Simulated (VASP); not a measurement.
Write the native input for VASP 6.6.1 that does the following.

| Quantity | Value |
| --- | --- |
| Task | single point |
| Functional | PBE |
| Potentials or basis | VASP PAW PBE potentials, release 64 (Sr_sv, O) |
| Cutoff | 520 eV |
| k mesh | 8 × 8 × 8 |
| Occupations | gaussian, width 0.05 eV |
| Spin | no spin polarisation |
| Dipole correction | no |
| Further INCAR settings | ALGO = Normal; EDIFF = 1e-06; NBANDS = 15 |

The structure of SrO lies in POSCAR:

```
SrO
1.0
    0.0000000000      2.5698000000      2.5312530000
    2.5698000000      0.0000000000      2.5312530000
    2.5698000000      2.5698000000      0.0000000000
Sr O
1 1
Direct
    0.0000000000      0.0000000000      0.0000000000
    0.5000000000      0.5000000000      0.5000000000
```

This cell differs from its parent crystal: strain +0.000 along x and y, -0.015 along z.

One way to write it, as run:

INCAR

```
ALGO     = Normal         # electronic algorithm
EDIFF    = 1E-6           # SCF threshold, eV
ENCUT    = 520            # plane-wave cutoff, eV
GGA      = PE             # functional
ISIF     = 2              # what is computed and relaxed
ISMEAR   = 0              # smearing method
LASPH    = True           # aspherical terms in the spheres
LCHARG   = True           # write CHGCAR
LELF     = True           # ELF
LREAL    = False          # projectors in reciprocal space
LVHAR    = True         
LWAVE    = False          # write WAVECAR
NBANDS   = 15             # bands
NELM     = 100            # most SCF steps
PREC     = Accurate       # precision mode
SIGMA    = 0.05           # smearing width, eV
```

KPOINTS

```
k-points
0
Gamma
  8 8 8
```

Potentials or basis: VASP PAW PBE potentials, release 64 (Sr_sv, O).

Launch:

```console
$ cat potpaw_PBE.64/Sr_sv/POTCAR potpaw_PBE.64/O/POTCAR > POTCAR
$ mpirun -np 1 vasp_std > vasp.out
```

It gave:

- Pressure: 5.1 GPa
- Band gap on the k mesh: 3.18 eV, indirect (least direct gap 3.30 eV)

Caveat: the cell differs from its parent crystal (strain +0.000 along x and y, -0.015 along z).

Wall time 13 s on 1 thread of Intel(R) Xeon(R) 6975P-C (Granite Rapids), with other jobs on the host, peak memory 0.17 GiB.
